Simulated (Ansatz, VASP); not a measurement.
Two plane-wave programs on Rb2PtAuC6N6

File INCAR:

```
SYSTEM = Rb2PtAuC6N6
PREC = Accurate
ENCUT = 520
EDIFF = 1E-6
ISMEAR = 0
SIGMA = 0.1
LREAL = Auto
LASPH = .True.
NELM = 80
ALGO = Normal
ISIF = 2
LWAVE = .False.
LCHARG = .True.
GGA = PE
LELF = .True.
LVHAR = .True.
NBANDS = 60
```

The input KPOINTS:

```
regular mesh
0
Gamma
  4 4 4
  0 0 0
```

File POSCAR:

```
Rb2PtAuC6N6
1.0
    0.0000000000      5.0945000000      5.0945000000
    5.0945000000      0.0000000000      5.0945000000
    5.0945000000      5.0945000000      0.0000000000
Rb Pt C Au N
2 1 6 1 6
Direct
    0.2500000000      0.2500000000      0.2500000000
    0.7500000000      0.7500000000      0.7500000000
    0.0000000000      0.0000000000      0.0000000000
    0.8118559200      0.1881440800      0.1881440800
    0.1881440800      0.8118559200      0.1881440800
    0.1881440800      0.1881440800      0.8118559200
    0.1881440800      0.8118559200      0.8118559200
    0.8118559200      0.1881440800      0.8118559200
    0.8118559200      0.8118559200      0.1881440800
    0.5000000000      0.5000000000      0.5000000000
    0.6970262000      0.3029738000      0.3029738000
    0.3029738000      0.6970262000      0.3029738000
    0.3029738000      0.3029738000      0.6970262000
    0.3029738000      0.6970262000      0.6970262000
    0.6970262000      0.3029738000      0.6970262000
    0.6970262000      0.6970262000      0.3029738000
```

Input for Ansatz:

```yaml
crystal:
  lattice:
    - [0.0, 5.0945, 5.0945]
    - [5.0945, 0.0, 5.0945]
    - [5.0945, 5.0945, 0.0]
  atoms:
    - { symbol: Rb, position: [0.25, 0.25, 0.25] }
    - { symbol: Rb, position: [0.75, 0.75, 0.75] }
    - { symbol: Pt, position: [0.0, 0.0, 0.0] }
    - { symbol: C, position: [0.81185592, 0.18814408, 0.18814408] }
    - { symbol: C, position: [0.18814408, 0.81185592, 0.18814408] }
    - { symbol: C, position: [0.18814408, 0.18814408, 0.81185592] }
    - { symbol: C, position: [0.18814408, 0.81185592, 0.81185592] }
    - { symbol: C, position: [0.81185592, 0.18814408, 0.81185592] }
    - { symbol: C, position: [0.81185592, 0.81185592, 0.18814408] }
    - { symbol: Au, position: [0.5, 0.5, 0.5] }
    - { symbol: "N", position: [0.6970262, 0.3029738, 0.3029738] }
    - { symbol: "N", position: [0.3029738, 0.6970262, 0.3029738] }
    - { symbol: "N", position: [0.3029738, 0.3029738, 0.6970262] }
    - { symbol: "N", position: [0.3029738, 0.6970262, 0.6970262] }
    - { symbol: "N", position: [0.6970262, 0.3029738, 0.6970262] }
    - { symbol: "N", position: [0.6970262, 0.6970262, 0.3029738] }
basis:
  ecutwfc: 420
kpoints:
  mp_grid: { grid: [4, 4, 4] }
hamiltonian:
  xc: pbe
scf:
  occupations: { method: gaussian, width: 0.1 }
  lower_state_search: "off"
output:
  forces: true
  stress: true
  eigenvalues: true
```

Alike in both runs: task single point; functional PBE; k mesh 4 × 4 × 4; occupations gaussian, width 0.1 eV; no spin polarisation.

|  | VASP | Ansatz |
| --- | --- | --- |
| version | VASP 6.6.1 | Ansatz 0.2.0 |
| potentials or method | VASP PAW PBE potentials, release 64 (Rb_sv, Pt, C, Au, N), cutoff 520 eV | scalar-relativistic, plane waves, PAW |
| valence electrons in the cell | 93 | 109 |

```csv
,VASP,Ansatz,Ansatz less VASP
gap on the k mesh at the Fermi level (eV),none,none,-
pressure (GPa),26.0,25.6,-0.33
rms of the force components (eV/Å),1.086,1.264,+0.1777
```

Atom by atom the forces differ by 0.196 eV/Å (rms over components). A gap of «none» marks a metal or a gap that the smearing closes. VASP's potentials hold 93 valence electrons a cell and Ansatz's 109, so a difference there can come from the potentials and not from the codes.

Neither program's run includes spin-orbit coupling. Noted on VASP's run: the standard files for N, O and F lose accuracy on very short bonds.
